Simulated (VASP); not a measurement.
# Ta in VASP: single point with PBE

Aim: the single point of Ta with PBE.

Program: VASP 6.6.1. These are calculated values, not measurements. Logs are shortened: lines on timing, memory, paths and dates and some standing lists are left out, and cuts for length are marked.

### Step 1. The cell of the first run

The cell holds a slab with vacuum, 6 atoms: a = 4.695 Å, b = 4.695 Å, c = 20.791 Å, α = 90.00°, β = 90.00°, γ = 120.00°.

### Step 2. Single point, PBE

File INCAR:

```
PREC = Accurate ; ENCUT = 520
EDIFF = 1E-6 ; ISMEAR = -1
SIGMA = 0.08 ; LREAL = F
LASPH = T ; NELM = 80
ALGO = Normal ; ISIF = 2
LWAVE = F ; LCHARG = F
GGA = PE ; NBANDS = 42
```

File KPOINTS:

```
regular mesh
0
Gamma
  9 9 1
```

File POSCAR:

```
Ta
1.0
    4.6945593014      0.0000000000      0.0000000000
   -2.3472796507      4.0656076146      0.0000000000
    0.0000000000      0.0000000000     20.7914000000
Ta
6
Direct
    0.1666666667      0.3333333333      0.3996627181
    0.5000000000      1.0000000000      0.4351072253
    0.8333333333      0.6666666667      0.4712357363
    0.1666666667      0.3333333333      0.5287642531
    0.5000000000      1.0000000000      0.5648927874
    0.8333333333      0.6666666667      0.6003372795
```

Potentials or basis: VASP PAW PBE potentials, release 64 (Ta_pv).

Command:

```bash
$ cat potpaw_PBE.64/Ta_pv/POTCAR > POTCAR
$ mpirun -np 1 vasp_std > vasp.out
```

OUTCAR:

```text
PREC = Accurate
   ENCUT = 520
   EDIFF = 1E-6
   ISMEAR = -1
   LREAL = F
   LASPH = T
   NELM = 80
   ISIF = 2
   GGA = PE

 ion  position               nearest neighbor table
   1  0.167  0.333  0.400-   4 2.68   2 2.81   2 2.81   2 2.81   3 3.09   3 3.09   3 3.09
   2  0.500  0.000  0.435-   5 2.70   1 2.81   1 2.81   1 2.81   3 2.81   3 2.81   3 2.81   4 3.34
                             4 3.34   4 3.34
   3  0.833  0.667  0.471-   6 2.68   2 2.81   2 2.81   2 2.81   4 2.96   4 2.96   4 2.96   1 3.09
                             1 3.09   1 3.09   5 3.34   5 3.34   5 3.34
   4  0.167  0.333  0.529-   1 2.68   5 2.81   5 2.81   5 2.81   3 2.96   3 2.96   3 2.96   6 3.09
                             6 3.09   6 3.09   2 3.34   2 3.34   2 3.34
   5  0.500  0.000  0.565-   2 2.70   6 2.81   6 2.81   6 2.81   4 2.81   4 2.81   4 2.81   3 3.34
                             3 3.34   3 3.34
   6  0.833  0.667  0.600-   3 2.68   5 2.81   5 2.81   5 2.81   4 3.09   4 3.09   4 3.09

  LATTYP: Found a hexagonal cell.
 ALAT       =     4.6945593014
 C/A-ratio  =     4.4288289199

  Lattice vectors:

 A1 = (   4.6945593014,   0.0000000000,   0.0000000000)
 A2 = (  -2.3472796507,   4.0656076146,   0.0000000000)
 A3 = (   0.0000000000,   0.0000000000,  20.7914000000)

Analysis of symmetry for initial positions (statically):
=====================================================================
 Subroutine PRICEL returns:
 Original cell was already a primitive cell.

 Routine SETGRP: Setting up the symmetry group for a
 hexagonal supercell.

 Subroutine GETGRP returns: Found 12 space group operations
 (whereof  4 operations were pure point group operations)
 out of a pool of 24 trial point group operations.

The static configuration has the point symmetry C_2h.
 The point group associated with its full space group is D_3d.

Analysis of symmetry for dynamics (positions and initial velocities):
=====================================================================
 Subroutine PRICEL returns:
 Original cell was already a primitive cell.

 Routine SETGRP: Setting up the symmetry group for a
 hexagonal supercell.

 Subroutine GETGRP returns: Found 12 space group operations
 (whereof  4 operations were pure point group operations)
 out of a pool of 24 trial point group operations.

The dynamic configuration has the point symmetry C_2h.
 The point group associated with its full space group is D_3d.

 Subroutine INISYM returns: Found 12 space group operations
 (whereof  4 operations are pure point group operations),
 and found     1 'primitive' translations

----------------------------------------------------------------------------------------

                                     Primitive cell

  volume of cell :     396.8296

  direct lattice vectors                    reciprocal lattice vectors
     4.694559301  0.000000000  0.000000000     0.213012540  0.122982847  0.000000000
    -2.347279651  4.065607615  0.000000000     0.000000000  0.245965694  0.000000000
     0.000000000  0.000000000 20.791400000     0.000000000  0.000000000  0.048096809

  length of vectors
     4.694559301  4.694559301 20.791400000     0.245965694  0.245965694  0.048096809

  position of ions in fractional coordinates (direct lattice)
     0.166666667  0.333333333  0.399662718
     0.500000000  0.000000000  0.435107225
     0.833333333  0.666666667  0.471235736
     0.166666667  0.333333333  0.528764253
     0.500000000  0.000000000  0.564892787
     0.833333333  0.666666667  0.600337280

  ion indices of the primitive-cell ions
   primitive index   ion index
                 1           1
                 2           2
                 3           3
                 4           4
                 5           5
                 6           6

----------------------------------------------------------------------------------------

 KPOINTS: regular mesh

Automatic generation of k-mesh.
 Grid dimensions read from file:
 generate k-points for:    9    9    1

 Generating k-lattice:

  Cartesian coordinates                     Fractional coordinates (reciprocal lattice)
     0.023668060  0.013664761  0.000000000     0.111111111  0.000000000  0.000000000
     0.000000000  0.027329522  0.000000000     0.000000000  0.111111111  0.000000000
     0.000000000  0.000000000  0.048096809     0.000000000  0.000000000  1.000000000

  Length of vectors
     0.027329522  0.027329522  0.048096809

  Shift w.r.t. Gamma in fractional coordinates (k-lattice)
     0.000000000  0.000000000  0.000000000

 Subroutine IBZKPT returns following result:
 ===========================================

 Found     12 irreducible k-points:

 Following reciprocal coordinates:
            Coordinates               Weight
  0.000000  0.000000  0.000000      1.000000
  0.111111 -0.000000  0.000000      6.000000
  0.222222 -0.000000  0.000000      6.000000
  0.333333 -0.000000  0.000000      6.000000
  0.444444 -0.000000  0.000000      6.000000
  0.111111  0.111111  0.000000      6.000000
  0.222222  0.111111  0.000000     12.000000
  0.333333  0.111111  0.000000     12.000000
  0.444444  0.111111  0.000000      6.000000
  0.222222  0.222222  0.000000      6.000000
  0.333333  0.222222  0.000000     12.000000
  0.333333  0.333333  0.000000      2.000000
   k-points           NKPTS =     12   k-points in BZ     NKDIM =     12   number of bands    NBANDS=     42
   number of dos      NEDOS =    301   number of ions     NIONS =      6
   total plane-waves  NPLWV = 207360
   dimension x,y,z NGX =    36 NGY =   36 NGZ =  160
   dimension x,y,z NGXF=    72 NGYF=   72 NGZF=  320
   ions per type =               6
   NGX,Y,Z   is equivalent  to a cutoff of  12.75, 12.75, 12.79 a.u.
   NGXF,Y,Z  is equivalent  to a cutoff of  25.50, 25.50, 25.59 a.u.
 SYSTEM =  unknown system
   PREC   = accura    normal or accurate (medium, high low for compatibility)
   ISTART =      0    job   : 0-new  1-cont  2-samecut
   ICHARG =      2    charge: 1-file 2-atom 10-const
   ISPIN  =      1    spin polarized calculation?
   LNONCOLLINEAR =      F non collinear calculations
   LSORBIT =      F    spin-orbit coupling
   LASPH  =      T    aspherical Exc in radial PAW
   ENCUT  =  520.0 eV  38.22 Ry    6.18 a.u.   8.73  8.73 38.66*2*pi/ulx,y,z
   NELM   =     80;   NELMIN=  2; NELMDL= -5     # of ELM steps
   EDIFF  = 0.1E-05   stopping-criterion for ELM
   LREAL  =      F    real-space projection
   EDIFFG = 0.1E-04   stopping-criterion for IOM
   NSW    =      0    number of steps for IOM
   IBRION =     -1    ionic relax: 0-MD 1-quasi-New 2-CG
   NFREE  =      0    steps in history (QN), initial steepest desc. (CG)
   ISIF   =      2    stress and relaxation
   ISYM   =      2    0-nonsym 1-usesym 2-fastsym
   POTIM  = 0.5000    time-step for ionic-motion
   TEBEG  =    0.0;   TEEND  =   0.0 temperature during run
   PSTRESS=    0.0 pullay stress
   NELECT =      66.0000    total number of electrons
   NUPDOWN=      -1.0000    fix difference up-down
   EMIN   =  10.00;   EMAX   =-10.00  energy-range for DOS
   EFERMI =   0.00;   METHOD = LEGACY
   ISMEAR =    -1;   SIGMA  =   0.08  broadening in eV -4-tet -1-fermi 0-gaus
   EFERMI_NEDOS =   21; number of points for ismear=-14 and -15
   IALGO  =     38    algorithm
   IMIX   =      4    mixing-type and parameters
     AMIX     =   0.40;   BMIX     =  1.00
     AMIX_MAG =   1.60;   BMIX_MAG =  1.00
  volume/ion in A,a.u.               =      66.14       446.32
  Fermi-wavevector in a.u.,A,eV,Ry     =   0.900302  1.701324 11.028112  0.810543
  Thomas-Fermi vector in A             =   2.023243
   LORBIT       =      0    0 simple, 1 ext, 2 COOP (PROOUT), +10 PAW based schemes
   GGA     = PE    functional components
   LHFCALC =     F    Hartree Fock is set to
   AEXX    =    0.0000 exact exchange contribution
   IVDW    =     0    specifies the selected vdW correction
   LEPSILON=     F    determine dielectric tensor
   LRPA    =     F    only Hartree local field effects (RPA)
 non-spin polarized calculation
  energy-cutoff  :      520.00
  volume of cell :      396.83
 maximum number of plane-waves:     10730
 NGX is ok and might be reduce to    36
   NGX = 17   NGY = 17   NGZ = 77

 number of electron      65.9999991 magnetization

 Free energy of the ion-electron system (eV)
  ---------------------------------------------------
  ext. energy  EPLUGINS =         0.00000000
  ---------------------------------------------------
  free energy    TOTEN  =       -64.52286009 eV

  energy without entropy =      -64.37163560  energy(sigma->0) =      -64.44724784

 E-fermi :  -1.0299     XC(G=0):  -4.4694

 val. band max:       -1.0348519520   @ k =   0.2222   0.2222   0.0000
 cond. band min:      -1.0275319612   @ k =   0.4444   0.1111   0.0000
 fundamental gap:      0.0073199908
 Fermi energy:        -1.0298787405

 k-point     1 :       0.0000    0.0000    0.0000
  band No.  band energies     occupation
      1     -35.5818      2.00000
      2     -35.5264      2.00000
      3     -35.3142      2.00000
      4     -35.3142      2.00000
      5     -35.2988      2.00000
      6     -35.2988      2.00000
[... 34 lines left out ...]
     41       1.4823      0.00000
     42       1.4823      0.00000

 k-point     2 :       0.1111   -0.0000    0.0000
  band No.  band energies     occupation
      1     -35.5881      2.00000
      2     -35.5338      2.00000
      3     -35.3962      2.00000
      4     -35.3764      2.00000
      5     -35.2904      2.00000
      6     -35.2779      2.00000
[... 34 lines left out ...]
     41       1.5292      0.00000
     42       1.5397      0.00000

 k-point     3 :       0.2222   -0.0000    0.0000
  band No.  band energies     occupation
      1     -35.6075      2.00000
      2     -35.5548      2.00000
      3     -35.4832      2.00000
      4     -35.3969      2.00000
      5     -35.3253      2.00000
      6     -35.2737      2.00000
[... 34 lines left out ...]
     41       1.5567      0.00000
     42       1.6831      0.00000

 k-point     4 :       0.3333   -0.0000    0.0000
  band No.  band energies     occupation
      1     -35.6344      2.00000
      2     -35.5743      2.00000
      3     -35.5483      2.00000
      4     -35.3599      2.00000
      5     -35.3592      2.00000
      6     -35.2592      2.00000
[... 34 lines left out ...]
     41       1.3951      0.00000
     42       1.5894      0.00000

 k-point     5 :       0.4444   -0.0000    0.0000
  band No.  band energies     occupation
      1     -35.6538      2.00000
      2     -35.5830      2.00000
      3     -35.5825      2.00000
      4     -35.3799      2.00000
      5     -35.2846      2.00000
      6     -35.2490      2.00000
[... 34 lines left out ...]
     41       1.3920      0.00000
     42       1.8690      0.00000

 k-point     6 :       0.1111    0.1111    0.0000
  band No.  band energies     occupation
      1     -35.6013      2.00000
      2     -35.5502      2.00000
      3     -35.4341      2.00000
      4     -35.4271      2.00000
      5     -35.3061      2.00000
      6     -35.2809      2.00000
[... 34 lines left out ...]
     41       1.4996      0.00000
     42       1.6878      0.00000

 k-point     7 :       0.2222    0.1111    0.0000
  band No.  band energies     occupation
      1     -35.6250      2.00000
      2     -35.5770      2.00000
      3     -35.4953      2.00000
      4     -35.4171      2.00000
      5     -35.3250      2.00000
      6     -35.2695      2.00000
[... 34 lines left out ...]
     41       1.3259      0.00000
     42       1.4556      0.00000

 k-point     8 :       0.3333    0.1111    0.0000
  band No.  band energies     occupation
      1     -35.6484      2.00000
      2     -35.5946      2.00000
      3     -35.5408      2.00000
      4     -35.3740      2.00000
      5     -35.3218      2.00000
      6     -35.2510      2.00000
[... 34 lines left out ...]
     41       1.3162      0.00000
     42       1.5725      0.00000

 k-point     9 :       0.4444    0.1111    0.0000
  band No.  band energies     occupation
      1     -35.6583      2.00000
      2     -35.5994      2.00000
      3     -35.5570      2.00000
      4     -35.3677      2.00000
      5     -35.2619      2.00000
      6     -35.2524      2.00000
[... 34 lines left out ...]
     41       1.4164      0.00000
     42       1.5879      0.00000

 k-point    10 :       0.2222    0.2222    0.0000
  band No.  band energies     occupation
      1     -35.6428      2.00000
      2     -35.6082      2.00000
      3     -35.4559      2.00000
      4     -35.4510      2.00000
      5     -35.3077      2.00000
      6     -35.2529      2.00000
[... 34 lines left out ...]
     41       1.1459      0.00000
     42       1.4742      0.00000

 k-point    11 :       0.3333    0.2222    0.0000
  band No.  band energies     occupation
      1     -35.6542      2.00000
      2     -35.6257      2.00000
      3     -35.4769      2.00000
      4     -35.3807      2.00000
      5     -35.3038      2.00000
      6     -35.2296      2.00000
[... 34 lines left out ...]
     41       1.2034      0.00000
     42       1.3842      0.00000

 k-point    12 :       0.3333    0.3333    0.0000
  band No.  band energies     occupation
      1     -35.6469      2.00000
      2     -35.6469      2.00000
      3     -35.3905      2.00000
      4     -35.3905      2.00000
      5     -35.3563      2.00000
      6     -35.2144      2.00000
[... 34 lines left out ...]
     41       1.2743      0.00000
     42       1.2743      0.00000

------------------------ aborting loop because EDIFF is reached ----------------------------------------

  FORCE on cell =-STRESS in cart. coord.  units (eV):
  Direction    XX          YY          ZZ          XY          YZ          ZX
  --------------------------------------------------------------------------------------
  -------------------------------------------------------------------------------------
  Total       -3.2825474     -3.2825474     -0.0200670      0.0000000      0.0000000     -0.0000000
  in kB      -13.2531028    -13.2531028     -0.0810192      0.0000000      0.0000000     -0.0000000
  external PRESSURE =      -8.8624083 kB  Pullay stress =       0.0000000 kB

 VOLUME and BASIS-vectors are now :
 -----------------------------------------------------------------------------
  energy-cutoff  :      520.00
  volume of cell :      396.83
      direct lattice vectors                 reciprocal lattice vectors
     4.694559301  0.000000000  0.000000000     0.213012540  0.122982847  0.000000000
    -2.347279651  4.065607615  0.000000000     0.000000000  0.245965694  0.000000000
     0.000000000  0.000000000 20.791400000     0.000000000  0.000000000  0.048096809

 POSITION                                       TOTAL-FORCE (eV/Angst)
 -----------------------------------------------------------------------------------
      0.00000      1.35520      8.30955         0.000000     -0.000000     -0.003770
      2.34728      0.00000      9.04649        -0.000000      0.000000     -0.000848
      2.34728      2.71041      9.79765         0.000000     -0.000000      0.001761
      0.00000      1.35520     10.99375        -0.000000      0.000000     -0.001761
      2.34728      0.00000     11.74491         0.000000     -0.000000      0.000848
      2.34728      2.71041     12.48185        -0.000000      0.000000      0.003770
 -----------------------------------------------------------------------------------
    total drift:                                0.000000     -0.000000      0.000004

  FREE ENERGIE OF THE ION-ELECTRON SYSTEM (eV)
  ---------------------------------------------------
  free  energy   TOTEN  =       -64.5228600861 eV

  energy  without entropy=      -64.3716356017  energy(sigma->0) =      -64.44724784
```

It took 11 min on 1 thread of Intel Xeon 8259CL, shared host; peak memory 0.51 GiB.

Results:

```yaml
Free_energy: -64.5229 eV
Largest_force: 0.004 eV/Å
Band_gap_on_the_k_mesh: zero (bands 33 and 34 overlap by 0.11 eV)
```

Forces in eV/Å, atoms in the order of the input:
```
Ta   0.000  0.000 -0.004
Ta   0.000  0.000 -0.001
Ta   0.000  0.000  0.002
Ta   0.000  0.000 -0.002
Ta   0.000  0.000  0.001
Ta   0.000  0.000  0.004
```

Caveat: there is no dipole correction, which matters where the two faces differ; spin-orbit coupling is left out, which moves the levels of the heavy elements.
